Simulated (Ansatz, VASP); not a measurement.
# Ge in VASP and in Ansatz

```
Ge
1.0
     0.00000    2.83601    2.83601
     2.83601    0.00000    2.83601
     2.83601    2.83601    0.00000
Ge
2
Direct
  0.50000 0.50000 0.50000
  0.75000 0.75000 0.75000
```

Alike in both runs: task single point; functional r2SCAN; k mesh 9 × 9 × 9; occupations fermi-dirac, width 0.05 eV; no spin polarisation.

```csv
,VASP,Ansatz
version,VASP 6.6.1,Ansatz 0.2.0
potentials or method,"VASP PAW PBE potentials, release 64 (Ge_d), cutoff 520 eV","plane waves (500 eV) with PAW, scalar-relativistic"
valence electrons in the cell,28,28
```

|  | VASP | Ansatz | Ansatz less VASP |
| --- | --- | --- | --- |
| pressure (GPa) | 0.1 | 0.1 | -0.04 |

VASP's potentials were made for PBE, not for r2SCAN.
